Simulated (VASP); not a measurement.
Pt:

```
CELL_PARAMETERS angstrom
0.00000 1.98578 1.98578
1.98578 0.00000 1.98578
1.98578 1.98578 0.00000
ATOMIC_POSITIONS crystal
Pt 0.00000 0.00000 0.00000
```

Base run:

| Item | Value |
| --- | --- |
| Program | VASP 6.6.1 |
| Functional | PBE |
| Potentials or basis | VASP PAW PBE potentials, release 64 (Pt) |
| Cutoff | 520 eV |
| k mesh | 14 × 14 × 14 |
| Occupations | methfessel-paxton, width 1 eV |
| Spin | no spin polarisation |

Its results: band gap on the k mesh zero (band 5 reaches 11.01 eV, above the bottom of band 6 at 8.91 eV); pressure -0.3 GPa.

Question: The run is repeated on the same cell with these changes: occupations from methfessel-paxton, width 1 eV to methfessel-paxton, width 0.3 eV. What comes out?

Answer: Band gap on the k mesh zero (band 5 reaches 11.01 eV, above the bottom of band 6 at 8.91 eV); pressure -0.8 GPa.

Caveats: spin-orbit coupling is left out, which moves the levels of the heavy elements.
